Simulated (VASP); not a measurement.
Here is a VASP 6.6.1 calculation.

File POSCAR:

```
BaS
1.0
    3.7867308270     -0.0470274347     -0.0470274347
   -0.0470274347      3.7867308270     -0.0470274347
   -0.0470274347     -0.0470274347      3.7867308270
Ba S
1 1
Direct
    0.0000000000      0.0000000000      0.0000000000
    0.5000000000      0.5000000000      0.5000000000
```

File INCAR.step1:

```
ALGO = Normal
EDIFF = 1E-4
ENCUT = 520
GGA = PE
ISMEAR = 0
LASPH = T
LCHARG = F
LREAL = F
LWAVE = T
NBANDS = 15
NELM = 60
PREC = Accurate
SIGMA = 0.01
```

File INCAR.step2:

```
ALGO = Normal
EDIFF = 1E-6
ENCUT = 520
ISIF = 2
ISMEAR = 0
ISTART = 1
LASPH = T
LCHARG = F
LMIXTAU = T
LREAL = F
LWAVE = F
METAGGA = R2SCAN
NBANDS = 15
NELM = 60
PREC = Accurate
SIGMA = 0.01
```

KPOINTS

```
k-points
0
Gamma
  6 6 6
```

Potentials or basis: VASP PAW PBE potentials, release 64 (Ba_sv, S).

The run is started by

```console
$ cat potpaw_PBE.64/Ba_sv/POTCAR potpaw_PBE.64/S/POTCAR > POTCAR
$ cp INCAR.step1 INCAR
$ mpirun -np 1 vasp_std > vasp.out
$ cp INCAR.step2 INCAR
$ mpirun -np 1 vasp_std > vasp.out
```

Estimate the band gap on the k mesh.

1.76 eV, indirect (least direct gap 1.81 eV).

Estimate the pressure.

3.3 GPa.

Stress tensor (GPa, compression positive):
```
3.28 0.62 0.62
0.62 3.28 0.62
0.62 0.62 3.28
```

Caveat: the cell differs from its parent crystal (strain along [111] -3.7%); the PAW data sets were made with another functional, which shifts forces and pressure a little; spin-orbit coupling is left out, which moves the levels of the heavy elements. A k mesh can miss the band edges.
